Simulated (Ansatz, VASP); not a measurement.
**C: VASP beside Ansatz**

```xyz
2
Lattice="2.4101 0.0000 0.0000 -1.2051 2.0872 0.0000 0.0000 0.0000 2.1907" Properties=species:S:1:pos:R:3 pbc="T T T"
C     0.0000    1.3915    0.5477
C     1.2051    0.6957    1.6430
```

Change from the starting cell: volume scaled by 0.95, crystal datasets.

Alike in both runs: task single point; functional LDA; k mesh 23 × 23 × 12; occupations fermi-dirac, width 0.05 eV; no spin polarisation.

|  | VASP | Ansatz |
| --- | --- | --- |
| version | VASP 6.6.1 | Ansatz 0.2.0 |
| potentials or method | VASP PAW LDA potentials, release 64 (C), cutoff 520 eV | all-electron PAW with datasets made for the crystal, scalar-relativistic |

|  | VASP | Ansatz | Ansatz less VASP |
| --- | --- | --- | --- |
| pressure (GPa) | 19.0 | 18.0 | -1.02 |
| traceless stress, the component that is largest in VASP (GPa) | 0.10 | -0.03 | -0.137 |

LDA's correlation is that of Perdew and Zunger in VASP and of Perdew and Wang (1992) in Ansatz. Ansatz ran all-electron here, and VASP with PAW potentials.
